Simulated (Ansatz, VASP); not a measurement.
**Two plane-wave programs on AlN**

POSCAR

```
AlN
1.0
    3.1120000000      0.0000000000      0.0000000000
   -1.5560000000      2.6950710566      0.0000000000
    0.0000000000      0.0000000000      4.9800000000
Al N
2 2
Direct
    0.3333333333      0.6666666667      0.0000000000
    0.6666666667      0.3333333333      0.5000000000
    0.3333333333      0.6666666667      0.3818000000
    0.6666666667      0.3333333333      0.8818000000
```

INCAR.step1

```
SYSTEM = AlN
ALGO = Normal ; EDIFF = 1E-4
ENCUT = 600 ; GGA = PE
ISMEAR = 0 ; LASPH = .TRUE.
LCHARG = .FALSE. ; LREAL = .FALSE.
LWAVE = .TRUE. ; NELM = 80
PREC = Accurate ; SIGMA = 0.01
```

Contents of INCAR.step2:

```
SYSTEM = AlN
ALGO = Normal ; EDIFF = 1E-6
EDIFFG = -0.002 ; ENCUT = 600
IBRION = 2 ; ISIF = 3
ISMEAR = 0 ; ISTART = 1
LASPH = .TRUE. ; LCHARG = .FALSE.
LMIXTAU = .TRUE. ; LREAL = .FALSE.
LWAVE = .FALSE. ; METAGGA = R2SCAN
NELM = 80 ; NSW = 80
PREC = Accurate ; SIGMA = 0.01
```

Contents of KPOINTS:

```
k-points
0
G
  10 10 6
  0 0 0
```

Input for Ansatz:

```yaml
crystal:
  lattice:
    - [3.112, 0.0, 0.0]
    - [-1.556, 2.6950710566, 0.0]
    - [0.0, 0.0, 4.98]
  atoms:
    - { symbol: Al, position: [0.3333333333, 0.6666666667, 0.0] }
    - { symbol: Al, position: [0.6666666667, 0.3333333333, 0.5] }
    - { symbol: "N", position: [0.3333333333, 0.6666666667, 0.3818] }
    - { symbol: "N", position: [0.6666666667, 0.3333333333, 0.8818] }
scf:
  occupations: { method: fixed }
output:
  forces: true
  stress: true
  eigenvalues: true
  write_density: true
  write_potential: true
  elf: true
  volumetric_format: npy
hamiltonian:
  xc: r2scan
kpoints:
  mp_grid: { grid: [10, 10, 6] }
basis:
  ecutwfc: 600
relax:
  f_tol: 0.002
  max_steps: 60
  cell: { stress_tol: 0.01 }
```

Alike in both runs: task relaxation of cell and atoms; functional r2SCAN; k mesh 10 × 10 × 6; no spin polarisation.

```csv
,VASP,Ansatz
version,VASP 6.6.1,Ansatz 0.2.0
potentials or method,"VASP PAW PBE potentials, release 64 (Al, N), cutoff 600 eV","scalar-relativistic, plane waves, PAW"
occupations,"gaussian, width 0.01 eV",fixed
valence electrons in the cell,16,16
```

|  | VASP | Ansatz | Ansatz less VASP |
| --- | --- | --- | --- |
| gap on the k mesh at the Fermi level, each at its own relaxed structure (eV) | 4.93 | 4.88 | -0.054 |
| relaxed volume (Å³/atom) | 10.39 | 10.40 | +0.015 |
| relaxed cell length with the largest relative difference (Å) | 3.105 | 3.107 | +0.0016 |

VASP's potentials were made for PBE, not for r2SCAN.
